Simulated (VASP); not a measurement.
# SiC (scan) (F-43m) in VASP: single point with r2SCAN

Aim: the single point of SiC (scan) with r2SCAN.

All numbers are computed with VASP 6.6.1; they aren't measurements. Logs are shortened: lines on timing, memory, paths and dates and some standing lists are left out, and cuts for length are marked.

## (1) The cell of the first run

The structure is cubic, space group F-43m (No. 216). Conventional cell: a = 4.380 Å, b = 4.380 Å, c = 4.380 Å, α = 90.00°, β = 90.00°, γ = 90.00°. Si (site symmetry -43m) has 4 C at 1.90 Å within 2.5 Å. Within 2.5 Å of C (site symmetry -43m) lie 4 Si at 1.90 Å.

## (2) Single point, r2SCAN

Contents of POSCAR:

```
SiC
1.0
    0.0000000000      2.1898716561      2.1898716561
    2.1898716561      0.0000000000      2.1898716561
    2.1898716561      2.1898716561      0.0000000000
Si C
1 1
Direct
    0.7500000000      0.7500000000      0.7500000000
    0.0000000000      0.0000000000      0.0000000000
```

Contents of INCAR.step1:

```
SYSTEM = SiC
  PREC = Accurate
  ENCUT = 660
  ISMEAR = 0
  SIGMA = 0.02
  LREAL = .FALSE.
  LASPH = .TRUE.
  NELM = 120
  NBANDS = 11
  GGA = PE
  ALGO = Normal
  EDIFF = 1E-5
  LWAVE = .TRUE.
  LCHARG = .FALSE.
  GGA_COMPAT = .FALSE.
```

Contents of INCAR.step2:

```
SYSTEM = SiC
  PREC = Accurate
  ENCUT = 660
  EDIFF = 1E-6
  ISMEAR = 0
  SIGMA = 0.02
  LREAL = .FALSE.
  LASPH = .TRUE.
  NELM = 120
  ALGO = Normal
  ISIF = 2
  LWAVE = .FALSE.
  LCHARG = .FALSE.
  METAGGA = R2SCAN
  LMIXTAU = .TRUE.
  NBANDS = 11
  ISTART = 1
  GGA_COMPAT = .FALSE.
```

Contents of KPOINTS:

```
regular mesh
0
G
  10 10 10
  0 0 0
```

Potentials or basis: VASP PAW PBE potentials, release 64 (Si, C).

Run with:

```
cat potpaw_PBE.64/Si/POTCAR potpaw_PBE.64/C/POTCAR > POTCAR
cp INCAR.step1 INCAR
mpirun -np 1 vasp_std > vasp.out
cp INCAR.step2 INCAR
mpirun -np 1 vasp_std > vasp.out
```

OUTCAR:

```text
SYSTEM = SiC
   PREC = Accurate
   ENCUT = 660
   EDIFF = 1E-6
   ISMEAR = 0
   LREAL = .FALSE.
   LASPH = .TRUE.
   NELM = 120
   ISIF = 2
   METAGGA = R2SCAN
   ISTART = 1

 ion  position               nearest neighbor table
   1  0.750  0.750  0.750-   2 1.90   2 1.90   2 1.90   2 1.90
   2  0.000  0.000  0.000-   1 1.90   1 1.90   1 1.90   1 1.90

  LATTYP: Found a face centered cubic cell.
 ALAT       =     4.3797433122

  Lattice vectors:

 A1 = (   0.0000000000,   2.1898716561,   2.1898716561)
 A2 = (   2.1898716561,   0.0000000000,   2.1898716561)
 A3 = (   2.1898716561,   2.1898716561,   0.0000000000)

Analysis of symmetry for initial positions (statically):
=====================================================================
 Subroutine PRICEL returns:
 Original cell was already a primitive cell.

 Routine SETGRP: Setting up the symmetry group for a
 face centered cubic supercell.

 Subroutine GETGRP returns: Found 24 space group operations
 (whereof 24 operations were pure point group operations)
 out of a pool of 48 trial point group operations.

The static configuration has the point symmetry T_d .

Analysis of symmetry for dynamics (positions and initial velocities):
=====================================================================
 Subroutine PRICEL returns:
 Original cell was already a primitive cell.

 Routine SETGRP: Setting up the symmetry group for a
 face centered cubic supercell.

 Subroutine GETGRP returns: Found 24 space group operations
 (whereof 24 operations were pure point group operations)
 out of a pool of 48 trial point group operations.

The dynamic configuration has the point symmetry T_d .

 Subroutine INISYM returns: Found 24 space group operations
 (whereof 24 operations are pure point group operations),
 and found     1 'primitive' translations

----------------------------------------------------------------------------------------

                                     Primitive cell

  volume of cell :      21.0032

  direct lattice vectors                    reciprocal lattice vectors
     0.000000000  2.189871656  2.189871656    -0.228323883  0.228323883  0.228323883
     2.189871656  0.000000000  2.189871656     0.228323883 -0.228323883  0.228323883
     2.189871656  2.189871656  0.000000000     0.228323883  0.228323883 -0.228323883

  length of vectors
     3.096946196  3.096946196  3.096946196     0.395468566  0.395468566  0.395468566

  position of ions in fractional coordinates (direct lattice)
     0.750000000  0.750000000  0.750000000
     0.000000000  0.000000000  0.000000000

  ion indices of the primitive-cell ions
   primitive index   ion index
                 1           1
                 2           2

----------------------------------------------------------------------------------------

 KPOINTS: regular mesh

Automatic generation of k-mesh.
 Grid dimensions read from file:
 generate k-points for:   10   10   10

 Generating k-lattice:

  Cartesian coordinates                     Fractional coordinates (reciprocal lattice)
    -0.022832388  0.022832388  0.022832388     0.100000000  0.000000000  0.000000000
     0.022832388 -0.022832388  0.022832388     0.000000000  0.100000000  0.000000000
     0.022832388  0.022832388 -0.022832388     0.000000000  0.000000000  0.100000000

  Length of vectors
     0.039546857  0.039546857  0.039546857

  Shift w.r.t. Gamma in fractional coordinates (k-lattice)
     0.000000000  0.000000000  0.000000000

 Subroutine IBZKPT returns following result:
 ===========================================

 Found     47 irreducible k-points:

 Following reciprocal coordinates:
            Coordinates               Weight
  0.000000  0.000000  0.000000      1.000000
  0.100000  0.000000  0.000000      8.000000
  0.200000  0.000000  0.000000      8.000000
  0.300000  0.000000  0.000000      8.000000
  0.400000  0.000000  0.000000      8.000000
  0.500000  0.000000  0.000000      4.000000
[... 16 lines left out ...]
  0.300000  0.300000  0.000000      6.000000
  0.400000  0.300000  0.000000     24.000000
 [... further k-points ...]
   k-points           NKPTS =     47   k-points in BZ     NKDIM =     47   number of bands    NBANDS=     11
   number of dos      NEDOS =    301   number of ions     NIONS =      2
   total plane-waves  NPLWV =  21952
   dimension x,y,z NGX =    28 NGY =   28 NGZ =   28
   dimension x,y,z NGXF=    56 NGYF=   56 NGZF=   56
   ions per type =               1   1
   NGX,Y,Z   is equivalent  to a cutoff of  15.03, 15.03, 15.03 a.u.
   NGXF,Y,Z  is equivalent  to a cutoff of  30.06, 30.06, 30.06 a.u.
 SYSTEM =  SiC
   PREC   = accura    normal or accurate (medium, high low for compatibility)
   ISTART =      1    job   : 0-new  1-cont  2-samecut
   ICHARG =      0    charge: 1-file 2-atom 10-const
   ISPIN  =      1    spin polarized calculation?
   LNONCOLLINEAR =      F non collinear calculations
   LSORBIT =      F    spin-orbit coupling
   LASPH  =      T    aspherical Exc in radial PAW
   ENCUT  =  660.0 eV  48.51 Ry    6.96 a.u.   6.49  6.49  6.49*2*pi/ulx,y,z
   NELM   =    120;   NELMIN=  2; NELMDL=  0     # of ELM steps
   EDIFF  = 0.1E-05   stopping-criterion for ELM
   LREAL  =      F    real-space projection
   EDIFFG = 0.1E-04   stopping-criterion for IOM
   NSW    =      0    number of steps for IOM
   IBRION =     -1    ionic relax: 0-MD 1-quasi-New 2-CG
   NFREE  =      0    steps in history (QN), initial steepest desc. (CG)
   ISIF   =      2    stress and relaxation
   ISYM   =      2    0-nonsym 1-usesym 2-fastsym
   POTIM  = 0.5000    time-step for ionic-motion
   TEBEG  =    0.0;   TEEND  =   0.0 temperature during run
   PSTRESS=    0.0 pullay stress
   NELECT =       8.0000    total number of electrons
   NUPDOWN=      -1.0000    fix difference up-down
   EMIN   =  10.00;   EMAX   =-10.00  energy-range for DOS
   EFERMI =   0.00;   METHOD = LEGACY
   ISMEAR =     0;   SIGMA  =   0.02  broadening in eV -4-tet -1-fermi 0-gaus
   EFERMI_NEDOS =   21; number of points for ismear=-14 and -15
   IALGO  =     38    algorithm
   IMIX   =      4    mixing-type and parameters
     AMIX     =   0.40;   BMIX     =  1.00
     AMIX_MAG =   1.60;   BMIX_MAG =  1.00
  volume/ion in A,a.u.               =      10.50        70.87
  Fermi-wavevector in a.u.,A,eV,Ry     =   1.186705  2.242548 19.160665  1.408269
  Thomas-Fermi vector in A             =   2.322872
   LORBIT       =      0    0 simple, 1 ext, 2 COOP (PROOUT), +10 PAW based schemes
   METAGGA = R2SCAN    functional components
   LHFCALC =     F    Hartree Fock is set to
   AEXX    =    0.0000 exact exchange contribution
   IVDW    =     0    specifies the selected vdW correction
   LEPSILON=     F    determine dielectric tensor
   LRPA    =     F    only Hartree local field effects (RPA)
 non-spin polarized calculation
 Gauss-broadening in eV      SIGMA  =   0.02
  energy-cutoff  :      660.00
  volume of cell :       21.00
 maximum number of plane-waves:       869
 NGX is ok and might be reduce to    28
   NGX = 13   NGY = 13   NGZ = 13

 number of electron       8.0000000 magnetization

 Free energy of the ion-electron system (eV)
  ---------------------------------------------------
  ext. energy  EPLUGINS =         0.00000000
  ---------------------------------------------------
  free energy    TOTEN  =       -19.32738526 eV

  energy without entropy =      -19.32738526  energy(sigma->0) =      -19.32738526

 E-fermi :   8.0016     XC(G=0): -11.8673

 val. band max:        7.8142835185   @ k =   0.0000   0.0000   0.0000
 cond. band min:       9.5509137991   @ k =   0.5000   0.5000   0.0000
 fundamental gap:      1.7366302806
 Fermi energy:         8.0016075484

 k-point     1 :       0.0000    0.0000    0.0000
  band No.  band energies     occupation
      1      -8.2454      2.00000
      2       7.8143      2.00000
      3       7.8143      2.00000
      4       7.8143      2.00000
      5      14.4614      0.00000
      6      15.5550      0.00000
      7      15.5550      0.00000
      8      15.5550      0.00000
      9      22.9336      0.00000
     10      22.9336      0.00000
     11      25.3343      0.00000

 k-point     2 :       0.1000    0.0000    0.0000
  band No.  band energies     occupation
      1      -8.0454      2.00000
      2       6.7678      2.00000
      3       7.6751      2.00000
      4       7.6751      2.00000
      5      14.7397      0.00000
      6      15.8115      0.00000
      7      15.8115      0.00000
      8      15.8760      0.00000
      9      22.0101      0.00000
     10      22.0101      0.00000
     11      25.0680      0.00000

 k-point     3 :       0.2000    0.0000    0.0000
  band No.  band energies     occupation
      1      -7.4554      2.00000
      2       4.5728      2.00000
      3       7.3542      2.00000
      4       7.3542      2.00000
      5      14.4504      0.00000
      6      16.1953      0.00000
      7      16.1953      0.00000
      8      17.2053      0.00000
      9      21.3500      0.00000
     10      21.3500      0.00000
     11      24.1263      0.00000

 k-point     4 :       0.3000    0.0000    0.0000
  band No.  band energies     occupation
      1      -6.5169      2.00000
      2       2.1911      2.00000
      3       7.0225      2.00000
      4       7.0225      2.00000
      5      14.0356      0.00000
      6      16.0617      0.00000
      7      16.0617      0.00000
      8      18.3024      0.00000
      9      22.2262      0.00000
     10      22.2262      0.00000
     11      23.8471      0.00000

 k-point     5 :       0.4000    0.0000    0.0000
  band No.  band energies     occupation
      1      -5.3749      2.00000
      2       0.1033      2.00000
      3       6.7922      2.00000
      4       6.7922      2.00000
      5      13.7578      0.00000
      6      15.6746      0.00000
      7      15.6746      0.00000
      8      18.6565      0.00000
      9      24.2723      0.00000
     10      24.2723      0.00000
     11      24.5003      0.00000
[... 211 lines left out ...]
 k-point    21 :      -0.3000    0.2000    0.0000
  band No.  band energies     occupation
      1      -5.1389      2.00000
      2       1.1888      2.00000
      3       3.9027      2.00000
      4       6.5927      2.00000
      5      13.8906      0.00000
      6      16.6225      0.00000
      7      17.1008      0.00000
      8      18.7856      0.00000
      9      21.2024      0.00000
     10      24.1801      0.00000
     11      27.8449      0.00000

 k-point    22 :      -0.2000    0.2000    0.0000
  band No.  band energies     occupation
      1      -6.2011      2.00000
      2       2.8228      2.00000
      3       4.5202      2.00000
      4       7.1337      2.00000
      5      14.8821      0.00000
      6      16.3534      0.00000
      7      16.6996      0.00000
      8      17.5831      0.00000
      9      19.9424      0.00000
     10      24.1432      0.00000
     11      27.8882      0.00000

 k-point    23 :       0.3000    0.3000    0.0000
  band No.  band energies     occupation
      1      -5.9275      2.00000
      2       3.2510      2.00000
      3       5.3658      2.00000
      4       5.3658      2.00000
      5      11.4033      0.00000
      6      13.8985      0.00000
      7      20.0465      0.00000
      8      20.0466      0.00000
      9      20.9886      0.00000
     10      25.6579      0.00000
     11      30.5450      0.00000

 k-point    24 :       0.4000    0.3000    0.0000
  band No.  band energies     occupation
      1      -5.0521      2.00000
      2       1.9967      2.00000
      3       4.5732      2.00000
      4       5.0925      2.00000
      5      11.0967      0.00000
      6      13.9088      0.00000
      7      20.1429      0.00000
      8      20.4686      0.00000
      9      22.4691      0.00000
     10      26.7559      0.00000
     11      30.0685      0.00000

 [... further k-points ...]
[... 5 lines left out ...]
  --------------------------------------------------------------------------------------
  -------------------------------------------------------------------------------------
  Total       -0.5132462     -0.5132462     -0.5132462     -0.0000000      0.0000000      0.0000000
  in kB      -39.1516724    -39.1516724    -39.1516724     -0.0000000      0.0000000      0.0000000
  external PRESSURE =     -39.1516724 kB  Pullay stress =       0.0000000 kB

 VOLUME and BASIS-vectors are now :
 -----------------------------------------------------------------------------
  energy-cutoff  :      660.00
  volume of cell :       21.00
      direct lattice vectors                 reciprocal lattice vectors
     0.000000000  2.189871656  2.189871656    -0.228323883  0.228323883  0.228323883
     2.189871656  0.000000000  2.189871656     0.228323883 -0.228323883  0.228323883
     2.189871656  2.189871656  0.000000000     0.228323883  0.228323883 -0.228323883

 POSITION                                       TOTAL-FORCE (eV/Angst)
 -----------------------------------------------------------------------------------
      3.28481      3.28481      3.28481         0.000000     -0.000000     -0.000000
      0.00000      0.00000      0.00000        -0.000000      0.000000      0.000000
 -----------------------------------------------------------------------------------
    total drift:                               -0.000000     -0.000000     -0.000000

  FREE ENERGIE OF THE ION-ELECTRON SYSTEM (eV)
  ---------------------------------------------------
  free  energy   TOTEN  =       -19.3273852615 eV

  energy  without entropy=      -19.3273852615  energy(sigma->0) =      -19.32738526
```

Wall time 1.8 min (1 thread of Intel Xeon 8259CL, shared host); peak memory 0.16 GiB.

What came out:

```yaml
Free_energy: -19.3274 eV
Pressure: -3.9 GPa
Band_gap_on_the_k_mesh: 1.74 eV, indirect (least direct gap 5.04 eV)
```

Levels at points of the mesh, in eV from the valence-band top:
```csv
k point,band 2,band 3,band 4,band 5,band 6,band 7
"(0.00, 0.00, 0.00)",0.00,0.00,0.00,6.65,7.74,7.74
"(0.50, 0.00, 0.00)",-8.74,-1.10,-1.10,5.85,7.69,7.69
"(0.50, 0.50, 0.00)",-8.00,-3.30,-3.30,1.74,4.77,14.94
```

Caveat: the PAW data sets were made with another functional, which shifts forces and pressure a little. A k mesh can miss the band edges.
